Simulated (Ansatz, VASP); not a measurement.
# One calculation of Se, two programs

```xyz
3
Lattice="4.2926 0.0000 0.0000 -2.1463 3.7175 0.0000 0.0000 0.0000 5.0409" Properties=species:S:1:pos:R:3 pbc="T T T"
Se    0.9807    0.0000    1.6803
Se   -0.4904    0.8493    3.3606
Se    1.6560    2.8682    0.0000
```

Alike in both runs: task single point; functional LDA; k mesh 12 × 12 × 6; no spin polarisation.

|  | VASP | Ansatz |
| --- | --- | --- |
| version | VASP 6.6.1 | Ansatz 0.2.0 |
| potentials or method | VASP PAW LDA potentials, release 64 (Se) | plane waves, PAW |
| plane-wave cutoff (eV) | 520 | 420 |
| occupations | gaussian, width 0.01 eV | fixed |
| valence electrons in the cell | 18 | 48 |

|  | VASP | Ansatz | Ansatz less VASP |
| --- | --- | --- | --- |
| gap on the k mesh at the Fermi level (eV) | 0.72 | 0.73 | +0.012 |
| pressure (GPa) | -1.7 | -1.9 | -0.20 |
| traceless stress, the component that is largest in VASP (GPa) | 0.32 | 0.23 | -0.092 |
| rms of the force components (eV/Å) | 0.108 | 0.081 | -0.0263 |

LDA's correlation is that of Perdew and Zunger in VASP and of Perdew and Wang (1992) in Ansatz. Atom by atom the forces differ by 0.026 eV/Å (rms over components). VASP's potentials hold 18 valence electrons a cell and Ansatz's 48, so a difference there can come from the potentials and not from the codes.
